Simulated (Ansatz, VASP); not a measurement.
# TiTe2: VASP beside Ansatz

The input INCAR:

```
ALGO = Normal
EDIFF = 1E-6
ENCUT = 520
GGA = PS
ISIF = 2
ISMEAR = -1
LASPH = T
LCHARG = F
LREAL = F
LWAVE = F
NBANDS = 19
NELM = 60
PREC = Accurate
SIGMA = 0.02
```

Contents of KPOINTS:

```
k-points
0
Gamma
  6 6 6
```

Contents of POSCAR:

```
TiTe2
1.0
    1.8876707345      1.0898472067      6.8686281622
   -1.8876707345      1.0898472067      6.8686281622
    0.0000000000     -2.1796944134      6.8686281622
Ti Te
1 2
Direct
    0.0000000000      0.0000000000      0.0000000000
    0.2506047259      0.2506047259      0.2506047259
    0.7493952741      0.7493952741      0.7493952741
```

Input for Ansatz:

```yaml
crystal:
  lattice:
    - [1.8876707345, 1.0898472067, 6.8686281622]
    - [-1.8876707345, 1.0898472067, 6.8686281622]
    - [0.0, -2.1796944134, 6.8686281622]
  atoms:
    - { symbol: Ti, position: [0.0, 0.0, 0.0] }
    - { symbol: Te, position: [0.2506047259, 0.2506047259, 0.2506047259] }
    - { symbol: Te, position: [0.7493952741, 0.7493952741, 0.7493952741] }
kpoints:
  mp_grid: { grid: [6, 6, 6] }
hamiltonian:
  xc: pbesol
scf:
  occupations: { method: fermi_dirac, width: 0.02 }
  n_extra_bands: 4
output:
  forces: true
  stress: true
  eigenvalues: true
accuracy: low
```

Alike in both runs: task single point; functional PBEsol; k mesh 6 × 6 × 6; occupations fermi-dirac, width 0.02 eV; no spin polarisation.

|  | VASP | Ansatz |
| --- | --- | --- |
| version | VASP 6.6.1 | Ansatz 0.2.0 |
| potentials or method | VASP PAW PBE potentials, release 64 (Ti_sv, Te) | plane waves |
| plane-wave cutoff (eV) | 520 | 420 |
| valence electrons in the cell | 24 | 44 |

|  | VASP | Ansatz | Ansatz less VASP |
| --- | --- | --- | --- |
| pressure (GPa) | -1.9 | -1.9 | -0.05 |
| traceless stress, the component that is largest in VASP (GPa) | 0.42 | 0.43 | +0.009 |
| rms of the force components (eV/Å) | 0.036 | 0.044 | +0.0076 |

VASP's potentials were made for PBE, not for PBEsol. Atom by atom the forces differ by 0.008 eV/Å (rms over components). The functional is the same, so the differences come from potentials, cutoffs and numerics. VASP's potentials hold 24 valence electrons a cell and Ansatz's 44, so a difference there can come from the potentials and not from the codes.

Spin-orbit coupling is off throughout.
